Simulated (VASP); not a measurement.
Runs of VASP 6.6.1 on W. The structure is that of space group Pm-3m (No. 221), or close to it. The cells are those of the table. This isn't the form of W at room conditions, which is bcc.

```tsv
task	cell	k mesh	cutoff (eV)	gap on the mesh (eV)	pressure (GPa)	relaxed volume (Å³/atom)
relaxation of cell and atoms	relaxed from a = 2.613 Å, 1 atom	22 × 22 × 22	600	none	-0.1	(a)
relaxation of cell and atoms	relaxed from a = 2.555 Å, 1 atom	6 × 6 × 6	600	none	-0.1	17.94
single point	a = 2.613 Å, 1 atom	6 × 6 × 6	520	none	1.1	-
single point	a = 2.624 Å, 1 atom	22 × 22 × 22	520	none	1.1	-
```

Alike in all rows: level r2SCAN; potentials or basis VASP PAW PBE potentials, release 64 (W_sv); no spin polarisation; smearing gaussian 0.1 eV.

**Question.** Estimate the missing entries.

**Answer.** (a) 18.16.

Caveats: some runs use coarse meshes; the PAW data sets were made with another functional, which shifts forces and pressure a little; spin-orbit coupling is left out, which moves the levels of the heavy elements.

A k mesh can miss the band edges, and the runs leave out spin-orbit coupling on W.

A gap of «none» marks levels without a gap at the run's occupations.
